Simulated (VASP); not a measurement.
# Al (Fmmm) in VASP: further runs, part 2 of 2

VASP 6.6.1. The steps go on from the part before.

## Step 5: Single point, PBEsol (strain +0.0050 x Voigt [0, 0, 0, 1, 0, 0])

INCAR

```
SYSTEM = Al
PREC = Accurate
ENCUT = 520
EDIFF = 1E-6
ISMEAR = 0
SIGMA = 0.15
LREAL = .False.
LASPH = .True.
NELM = 100
ALGO = Normal
ISIF = 2
LWAVE = .False.
LCHARG = .False.
GGA = PS
NBANDS = 8
```

KPOINTS

```
regular mesh
0
Gamma
  20 20 20
  0 0 0
```

POSCAR

```
Al
1.0
   -1.5912186900      1.5951967367      1.5951967367
    1.5912186900     -1.5872406433      1.5872406433
    1.5912186900      1.5872406433     -1.5872406433
Al
1
Direct
    0.0000000000      0.0000000000      0.0000000000
```

Potentials or basis: VASP PAW PBE potentials, release 64 (Al).

Started as:

```
$ cat potpaw_PBE.64/Al/POTCAR > POTCAR
$ mpirun -np 1 vasp_std > vasp.out
```

OUTCAR:

```text
SYSTEM = Al
   PREC = Accurate
   ENCUT = 520
   EDIFF = 1E-6
   ISMEAR = 0
   LREAL = .False.
   LASPH = .True.
   NELM = 100
   ISIF = 2
   GGA = PS

 ion  position               nearest neighbor table
   1  0.000  0.000  0.000-

  LATTYP: Found a face centered orthorhombic cell.
 ALAT       =     3.1824373800
 B/A-ratio  =     1.4106780285
 C/A-ratio  =     1.4177490963

  Lattice vectors:

 A1 = (   0.0000000000,   3.1824373800,   0.0079560934)
 A2 = (   1.5912186900,   1.5951967367,   1.5951967367)
 A3 = (   1.5912186900,   1.5872406433,  -1.5872406433)

Analysis of symmetry for initial positions (statically):
=====================================================================
 Subroutine PRICEL returns:
 Original cell was already a primitive cell.

 Routine SETGRP: Setting up the symmetry group for a
 face centered orthorhombic supercell.

 Subroutine GETGRP returns: Found  8 space group operations
 (whereof  8 operations were pure point group operations)
 out of a pool of  8 trial point group operations.

The static configuration has the point symmetry D_2h.

Analysis of symmetry for dynamics (positions and initial velocities):
[... 154 lines left out ...]
  free energy    TOTEN  =        -3.99223280 eV

  energy without entropy =       -3.98709008  energy(sigma->0) =       -3.98966144

 E-fermi :   8.2073     XC(G=0): -10.3470

 val. band max:        8.2066593610   @ k =   0.3000   0.1000   0.0500
 cond. band min:       8.2101672557   @ k =   0.5000   0.3000   0.2500
 fundamental gap:      0.0035078947
 Fermi energy:         8.2073049356

 k-point     1 :       0.0000    0.0000    0.0000
  band No.  band energies     occupation
      1      -3.0915      2.00000
      2      21.5496      0.00000
      3      21.5811      0.00000
      4      21.6198      0.00000
      5      23.1581      0.00000
      6      23.2268      0.00000
      7      23.2920      0.00000
      8      24.6696      0.00000
[... 243 lines left out ...]
 k-point    24 :       0.1000    0.1000   -0.0000
  band No.  band energies     occupation
      1      -2.2199      2.00000
      2      16.6251      0.00000
      3      16.9564      0.00000
      4      19.2770      0.00000
      5      22.4195      0.00000
      6      22.5154      0.00000
      7      24.9415      0.00000
      8      25.2825      0.00000

 [... further k-points ...]
[... 5 lines left out ...]
  --------------------------------------------------------------------------------------
  -------------------------------------------------------------------------------------
  Total        0.2282119      0.2293173      0.2293173     -0.0000000     -0.0209958      0.0000000
  in kB       22.6883020     22.7981982     22.7981982     -0.0000000     -2.0873566      0.0000000
  external PRESSURE =      22.7615661 kB  Pullay stress =       0.0000000 kB

 VOLUME and BASIS-vectors are now :
 -----------------------------------------------------------------------------
  energy-cutoff  :      520.00
  volume of cell :       16.12
      direct lattice vectors                 reciprocal lattice vectors
    -1.591218690  1.595196737  1.595196737     0.000000000  0.313440962  0.313440962
     1.591218690 -1.587240643  1.587240643     0.314224565 -0.000785566  0.314226528
     1.591218690  1.587240643 -1.587240643     0.314224565  0.314226528 -0.000785566

 POSITION                                       TOTAL-FORCE (eV/Angst)
 -----------------------------------------------------------------------------------
      0.00000      0.00000      0.00000         0.000000      0.000000      0.000000
 -----------------------------------------------------------------------------------
    total drift:                                0.000000      0.000000      0.000000

  FREE ENERGIE OF THE ION-ELECTRON SYSTEM (eV)
  ---------------------------------------------------
  free  energy   TOTEN  =        -3.9922328039 eV

  energy  without entropy=       -3.9870900813  energy(sigma->0) =       -3.98966144
```

OSZICAR:

```text
N       E                     dE             d eps       ncg     rms          rms(c)
DAV:   1    -0.260573451480E+01   -0.26057E+01   -0.86818E+02 18720   0.205E+02
DAV:   2    -0.401527734160E+01   -0.14095E+01   -0.13692E+01 26056   0.190E+01
DAV:   3    -0.402230367838E+01   -0.70263E-02   -0.70216E-02 23000   0.148E+00
DAV:   4    -0.402232181288E+01   -0.18135E-04   -0.18134E-04 27296   0.682E-02
DAV:   5    -0.402232186864E+01   -0.55758E-07   -0.55937E-07 23280   0.250E-03    0.139E+00
DAV:   6    -0.400415628608E+01    0.18166E-01   -0.26255E-03 20640   0.205E-01    0.779E-01
DAV:   7    -0.399225043628E+01    0.11906E-01   -0.69919E-03 21184   0.323E-01    0.167E-01
DAV:   8    -0.399223346624E+01    0.16970E-04   -0.30775E-05 25384   0.374E-02    0.113E-02
DAV:   9    -0.399223280395E+01    0.66229E-06   -0.35182E-07 23096   0.291E-03
   1 F= -.39922328E+01 E0= -.39896614E+01  d E =-.514272E-02
```

Wall time 71 s (1 thread of Intel Xeon Platinum 8259CL at 2.50GHz (Skylake/Cascade Lake), shared host); peak memory 0.23 GiB.

Results:

| Property | Result |
| --- | --- |
| Free energy | -3.9922 eV |
| Pressure | 2.3 GPa |
| Band gap on the k mesh | zero (an odd number of electrons rules out a gap without spin polarisation) |

Stress tensor (GPa, compression positive):
```
 2.27  0.00  0.00
 0.00  2.28 -0.21
 0.00 -0.21  2.28
```

Levels at points of the mesh, in eV from the Fermi level:
| k point | band 1 | band 2 | band 3 | band 4 | band 5 |
| --- | --- | --- | --- | --- | --- |
| (0.00, 0.00, 0.00) | -11.30 | 13.34 | 13.37 | 13.41 | 14.95 |
| (0.50, 0.00, 0.00) | -4.44 | -3.94 | 8.32 | 8.38 | 10.15 |
| (0.00, 0.50, 0.00) | -4.42 | -3.89 | 8.30 | 8.32 | 10.13 |
| (0.00, 0.50, 0.50) | -4.39 | -3.84 | 8.28 | 8.29 | 10.10 |
| (0.50, 0.50, 0.50) | 1.88 | 1.90 | 1.92 | 2.93 | 2.93 |

Caveat: the cell differs from its parent crystal (strain +0.0050 x Voigt [0, 0, 0, 1, 0, 0]); the PAW data sets were made with another functional, which shifts forces and pressure a little.

## Step 6: Overview

```tsv
cell	gap on the mesh (eV)	pressure (GPa)
a = 2.738, b = 2.774, c = 2.774 Å, angles 110.0, 109.5, 109.5°, 1 atom	none	2.3
a = 2.770, b = 2.742, c = 2.742 Å, angles 109.1, 109.5, 109.5°, 1 atom	none	2.3
a = 2.747, b = 2.765, c = 2.765 Å, angles 109.7, 109.5, 109.5°, 1 atom	none	2.3
a = 2.761, b = 2.751, c = 2.751 Å, angles 109.3, 109.5, 109.5°, 1 atom	none	2.3
```

Alike in all rows: task single point; level PBEsol; potentials or basis VASP PAW PBE potentials, release 64 (Al); no spin polarisation; k mesh 20 × 20 × 20; cutoff (eV) 520; smearing gaussian 0.15 eV.

Caveats: the PAW data sets were made with another functional, which shifts forces and pressure a little.

Total energies depend on the potentials used, so only differences within one code and one set of settings carry meaning.
